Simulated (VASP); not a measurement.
# WS (Pm-3m) in VASP: a series of runs, part 2 of 2

VASP 6.6.1.

## (3) Single point, B3LYP

This run uses another cell than the first one, of 13.89 Å³/atom, 1.021 times its volume.

The input, POSCAR:

```
WS
1.0
    3.0287900208      0.0000000000      0.0000000000
    0.0000000000      3.0287900208      0.0000000000
    0.0000000000      0.0000000000      3.0287900208
W S
1 1
Direct
    0.5000000000      0.5000000000      0.5000000000
    0.0000000000      0.0000000000      0.0000000000
```

The input, INCAR.step1:

```
PREC = Accurate
ENCUT = 520
EDIFF = 1E-5
ISMEAR = -1
SIGMA = 0.05
LREAL = False
LASPH = True
NELM = 100
ALGO = Normal
ISIF = 2
LWAVE = True
NBANDS = 17
GGA = PE
```

The input, INCAR.step2:

```
PREC = Accurate
ENCUT = 520
EDIFF = 1E-6
ISMEAR = -1
SIGMA = 0.05
LREAL = False
LASPH = True
NELM = 100
ALGO = Normal
ISIF = 2
LWAVE = False
LCHARG = True
GGA = B3
LHFCALC = True
AEXX = 0.2
AGGAX = 0.72
AGGAC = 0.81
ALDAC = 0.19
PRECFOCK = Normal
LELF = True
LVHAR = True
NBANDS = 17
ISTART = 1
```

The input, KPOINTS:

```
Automatic mesh
0
Gamma
  5 5 5
```

Potentials or basis: VASP PAW PBE potentials, release 64 (W_sv, S).

Run with:

```sh
$ cat potpaw_PBE.64/W_sv/POTCAR potpaw_PBE.64/S/POTCAR > POTCAR
$ cp INCAR.step1 INCAR
$ mpirun -np 1 vasp_std > vasp.out
$ cp INCAR.step2 INCAR
$ mpirun -np 1 vasp_std > vasp.out
```

OUTCAR:

```text
PREC = Accurate
   ENCUT = 520
   EDIFF = 1E-6
   ISMEAR = -1
   LREAL = False
   LASPH = True
   NELM = 100
   ISIF = 2
   GGA = B3
   LHFCALC = True
   AEXX = 0.2
   PRECFOCK = Normal
   ISTART = 1

 ion  position               nearest neighbor table
   1  0.500  0.500  0.500-   2 2.62   2 2.62   2 2.62   2 2.62   2 2.62   2 2.62   2 2.62   2 2.62

   2  0.000  0.000  0.000-   1 2.62   1 2.62   1 2.62   1 2.62   1 2.62   1 2.62   1 2.62   1 2.62

  LATTYP: Found a simple cubic cell.
 ALAT       =     3.0287900208

  Lattice vectors:

 A1 = (   3.0287900208,   0.0000000000,   0.0000000000)
 A2 = (   0.0000000000,   3.0287900208,   0.0000000000)
 A3 = (   0.0000000000,   0.0000000000,   3.0287900208)

Analysis of symmetry for initial positions (statically):
=====================================================================
 Subroutine PRICEL returns:
 Original cell was already a primitive cell.

 Routine SETGRP: Setting up the symmetry group for a
 simple cubic supercell.

 Subroutine GETGRP returns: Found 48 space group operations
 (whereof 48 operations were pure point group operations)
 out of a pool of 48 trial point group operations.

The static configuration has the point symmetry O_h .

Analysis of symmetry for dynamics (positions and initial velocities):
=====================================================================
 Subroutine PRICEL returns:
 Original cell was already a primitive cell.

 Routine SETGRP: Setting up the symmetry group for a
 simple cubic supercell.

 Subroutine GETGRP returns: Found 48 space group operations
 (whereof 48 operations were pure point group operations)
 out of a pool of 48 trial point group operations.

The dynamic configuration has the point symmetry O_h .
[... 105 lines left out ...]
  volume/ion in A,a.u.               =      13.89        93.75
  Fermi-wavevector in a.u.,A,eV,Ry     =   1.467176  2.772561 29.287990  2.152607
  Thomas-Fermi vector in A             =   2.582825
   LORBIT       =      0    0 simple, 1 ext, 2 COOP (PROOUT), +10 PAW based schemes
   GGA     = B3    functional components
   LHFCALC =     T    Hartree Fock is set to
   PRECFOCK=normal    Normal, Fast or Accurate (Low or Medium for compatibility)
   ENCUT4O =  -1.0   cutoff for four orbital integrals eV
   NKREDX  =     1    reduce k-point grid by
   NKREDY  =     1    reduce k-point grid by
   NKREDZ  =     1    reduce k-point grid by
   AEXX    =    0.2000 exact exchange contribution
   HFSCREEN=    0.0000 screening length (either q_TF or 0.3 A-1)
   HFSCREENC=   0.0000 screening length for correlation (either q_TF or 0.3 A-1)
   ENCUTFOCK=  -1.0 apply spherical cutoff to Coloumb kernel
   IVDW    =     0    specifies the selected vdW correction
   LEPSILON=     F    determine dielectric tensor
   LRPA    =     F    only Hartree local field effects (RPA)
 non-spin polarized calculation
  energy-cutoff  :      520.00
  volume of cell :       27.78
 maximum number of plane-waves:       752
 NGX is ok and might be reduce to    24
  NGX = 18; NGY = 18; NGZ = 18

 number of electron      19.9999995 magnetization

 Free energy of the ion-electron system (eV)
  ---------------------------------------------------
  ext. energy  EPLUGINS =         0.00000000
  ---------------------------------------------------
  free energy    TOTEN  =       -17.94382607 eV

  energy without entropy =      -17.93812171  energy(sigma->0) =      -17.94097389

 E-fermi :  12.9764     XC(G=0): -10.4173

 val. band max:       12.6558784216   @ k =   0.2000   0.2000   0.0000
 cond. band min:      13.0959943962   @ k =   0.4000   0.2000   0.0000
 fundamental gap:      0.4401159746
 Fermi energy:        12.9764268901

 k-point     1 :       0.0000    0.0000    0.0000
  band No.  band energies     occupation
      1     -65.3378      2.00000
      2     -28.4525      2.00000
      3     -28.4525      2.00000
      4     -28.4525      2.00000
      5      -6.7783      2.00000
      6       7.2319      2.00000
[... 177 lines left out ...]
      4     -28.7522      2.00000
      5      -2.8835      2.00000
      6       3.1324      2.00000
[... 9 lines left out ...]
     16      20.1096      0.00000
     17      25.9248      0.00000

------------------------ aborting loop because EDIFF is reached ----------------------------------------

  FORCE on cell =-STRESS in cart. coord.  units (eV):
  Direction    XX          YY          ZZ          XY          YZ          ZX
  --------------------------------------------------------------------------------------
  -------------------------------------------------------------------------------------
  Total        0.0361920      0.0361920      0.0361920      0.0000000     -0.0000000     -0.0000000
  in kB        2.0869695      2.0869695      2.0869695      0.0000000     -0.0000000     -0.0000000
  external PRESSURE =       2.0869695 kB  Pullay stress =       0.0000000 kB

 VOLUME and BASIS-vectors are now :
 -----------------------------------------------------------------------------
  energy-cutoff  :      520.00
  volume of cell :       27.78
      direct lattice vectors                 reciprocal lattice vectors
     3.028790021  0.000000000  0.000000000     0.330164849  0.000000000  0.000000000
     0.000000000  3.028790021  0.000000000     0.000000000  0.330164849  0.000000000
     0.000000000  0.000000000  3.028790021     0.000000000  0.000000000  0.330164849

 POSITION                                       TOTAL-FORCE (eV/Angst)
 -----------------------------------------------------------------------------------
      1.51440      1.51440      1.51440         0.000000      0.000000      0.000000
      0.00000      0.00000      0.00000         0.000000      0.000000      0.000000
 -----------------------------------------------------------------------------------
    total drift:                                0.000000      0.000000      0.000000

  FREE ENERGIE OF THE ION-ELECTRON SYSTEM (eV)
  ---------------------------------------------------
  free  energy   TOTEN  =       -17.9438260708 eV

  energy  without entropy=      -17.9381217073  energy(sigma->0) =      -17.94097389
```

OUTCAR.step1:

```text
PREC = Accurate
   ENCUT = 520
   EDIFF = 1E-5
   ISMEAR = -1
   LREAL = False
[... 406 lines left out ...]
      1.51440      1.51440      1.51440         0.000000      0.000000      0.000000
      0.00000      0.00000      0.00000         0.000000      0.000000      0.000000
 -----------------------------------------------------------------------------------
    total drift:                                0.000000     -0.000000     -0.000000

  FREE ENERGIE OF THE ION-ELECTRON SYSTEM (eV)
  ---------------------------------------------------
  free  energy   TOTEN  =       -16.5197052252 eV

  energy  without entropy=      -16.4983166926  energy(sigma->0) =      -16.50901096
```

OSZICAR.step1:

```text
N       E                     dE             d eps       ncg     rms          rms(c)
DAV:   1     0.158719708757E+03    0.15872E+03   -0.11748E+04   340   0.125E+03
DAV:   2    -0.128531895327E+02   -0.17157E+03   -0.16783E+03   424   0.351E+02
DAV:   3    -0.171445674974E+02   -0.42914E+01   -0.42478E+01   373   0.536E+01
DAV:   4    -0.171814709363E+02   -0.36903E-01   -0.36870E-01   409   0.527E+00
DAV:   5    -0.171818688623E+02   -0.39793E-03   -0.39788E-03   364   0.536E-01    0.213E+01
DAV:   6    -0.165693883708E+02    0.61248E+00   -0.16617E+00   356   0.110E+01    0.910E+00
DAV:   7    -0.165275408604E+02    0.41848E-01   -0.63951E-02   371   0.190E+00    0.360E+00
DAV:   8    -0.165198672558E+02    0.76736E-02   -0.23043E-02   360   0.103E+00    0.238E-01
DAV:   9    -0.165196956071E+02    0.17165E-03   -0.70679E-04   408   0.209E-01    0.125E-01
DAV:  10    -0.165197041723E+02   -0.85652E-05   -0.15054E-04   369   0.139E-01    0.335E-02
DAV:  11    -0.165197052252E+02   -0.10529E-05   -0.82099E-06   207   0.294E-02
   1 F= -.16519705E+02 E0= -.16509011E+02  d E =-.213885E-01
```

Wall time 12 min (1 thread of Intel Xeon 6975P-C, shared host); peak memory 0.15 GiB.

Results:

```
Free energy            : -17.9438 eV
Pressure               : 0.2 GPa
Band gap on the k mesh : zero (band 10 reaches 14.56 eV, above the bottom of band 11 at 11.94 eV)
```

Levels at points of the mesh, in eV from the Fermi level:
| k point | band 6 | band 7 | band 8 | band 9 | band 10 | band 11 | band 12 | band 13 | band 14 | band 15 |
| --- | --- | --- | --- | --- | --- | --- | --- | --- | --- | --- |
| (0.00, 0.00, 0.00) | -5.74 | -5.74 | -4.06 | -4.06 | -4.06 | 1.19 | 1.19 | 1.19 | 2.57 | 10.31 |

Caveat: the k points lie up to 0.41 Å⁻¹ apart; the PAW data sets were made with another functional, which shifts forces and pressure a little; spin-orbit coupling is left out, which moves the levels of the heavy elements.

## (4) Single point, r2SCAN0

The input, POSCAR:

```
WS
1.0
    3.0078900000      0.0000000000      0.0000000000
    0.0000000000      3.0078900000      0.0000000000
    0.0000000000      0.0000000000      3.0078900000
W S
1 1
Direct
    0.5000000000      0.5000000000      0.5000000000
    0.0000000000      0.0000000000      0.0000000000
```

The input, INCAR.step1:

```
SYSTEM = WS
PREC = Accurate ; ENCUT = 520
EDIFF = 1E-5 ; ISMEAR = -1
SIGMA = 0.05 ; LREAL = .FALSE.
LASPH = .TRUE. ; NELM = 80
ALGO = Normal ; ISIF = 2
LWAVE = .TRUE. ; LCHARG = .FALSE.
NBANDS = 17 ; GGA = PE
```

The input, INCAR.step2:

```
SYSTEM = WS
PREC = Accurate ; ENCUT = 520
EDIFF = 1E-6 ; ISMEAR = -1
SIGMA = 0.05 ; LREAL = .FALSE.
LASPH = .TRUE. ; NELM = 80
ALGO = Normal ; ISIF = 2
LWAVE = .FALSE. ; LCHARG = .FALSE.
METAGGA = R2SCAN ; LHFCALC = .TRUE.
AEXX = 0.25 ; LMIXTAU = .TRUE.
PRECFOCK = Normal ; NBANDS = 17
ISTART = 1
```

The input, KPOINTS:

```
Automatic mesh
0
G
  5 5 5
  0 0 0
```

Run with:

```sh
$ cat potpaw_PBE.64/W_sv/POTCAR potpaw_PBE.64/S/POTCAR > POTCAR
$ cp INCAR.step1 INCAR
$ mpirun -np 1 vasp_std > vasp.out
$ cp INCAR.step2 INCAR
$ mpirun -np 1 vasp_std > vasp.out
```

It took 16 min on 1 thread of Intel Xeon 6975P-C, shared host; peak memory 0.17 GiB.

It converged, with:

* Free energy: -53.3303 eV
* Pressure: -10.2 GPa
* Band gap on the k mesh: zero (band 10 reaches 14.81 eV, above the bottom of band 11 at 11.76 eV)

Levels at points of the mesh, in eV from the Fermi level:
```csv
k point,band 8,band 9,band 10,band 11,band 12,band 13
"(0.00, 0.00, 0.00)",-4.51,-4.51,-4.51,1.35,1.35,1.35
```

Caveat: the k points lie up to 0.42 Å⁻¹ apart; the PAW data sets were made with another functional, which shifts forces and pressure a little; spin-orbit coupling is left out, which moves the levels of the heavy elements.

## (5) The runs side by side

| level | cell | share of exact exchange | screening parameter | gap on the mesh (eV) | pressure (GPa) |
| --- | --- | --- | --- | --- | --- |
| PBE-based screened hybrid | a = 3.008 Å, 2 atoms | 0.25 | 0.3 1/Å | none | -7.6 |
| B3LYP | a = 3.029 Å, 2 atoms | - | - | none | 0.2 |
| r2SCAN0 | a = 3.008 Å, 2 atoms | - | - | none | -10.2 |

Alike in all rows: task single point; potentials or basis VASP PAW PBE potentials, release 64 (W_sv, S); no spin polarisation; k mesh 5 × 5 × 5; cutoff (eV) 520; smearing fermi-dirac 0.05 eV.

Caveats: all runs use coarse meshes; the PAW data sets were made with another functional, which shifts forces and pressure a little; spin-orbit coupling is left out, which moves the levels of the heavy elements.

Absolute energies hang on the potentials; compare differences alone.
